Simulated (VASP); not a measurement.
Au: single point with LDA

Au:

```
Au
1.0
     2.88054    0.00000    0.00000
    -1.44027    2.49462    0.00000
     0.00000    0.00000    4.84725
Au
2
Cartesian
  1.4403 0.8315 1.2118
  0.0000 1.6631 3.6354
```

```
Program                : VASP 6.6.1
Task                   : single point
Functional             : LDA
Potentials or basis    : VASP PAW LDA potentials, release 64 (Au)
Cutoff                 : 520 eV
k mesh                 : 11 × 11 × 6
Occupations            : fermi-dirac, width 0.05 eV
Spin                   : no spin polarisation
Dipole correction      : no
Further INCAR settings : ALGO = Normal; EDIFF = 1e-06; NBANDS = 18
```

```json
{"Pressure": "-7.6 GPa", "Band gap on the k mesh": "zero (band 11 reaches 12.58 eV, above the bottom of band 12 at 6.30 eV)"}
```

Stress tensor (GPa, compression positive):
```
-7.47  0.00  0.00
 0.00 -7.47  0.00
 0.00  0.00 -8.01
```

Levels at points of the mesh, in eV from the Fermi level:
```tsv
k point	band 9	band 10	band 11	band 12	band 13	band 14
(0.00, 0.00, 0.00)	-3.45	-2.12	-2.12	-1.06	2.57	14.63
(0.00, 0.00, 0.50)	-2.57	-2.57	-2.57	-2.57	10.46	10.46
```

Wall time 36 s on 1 thread of Intel Xeon 8259CL, with other jobs on the host, peak memory 0.16 GiB.

Caveat: spin-orbit coupling is left out, which moves the levels of the heavy elements.
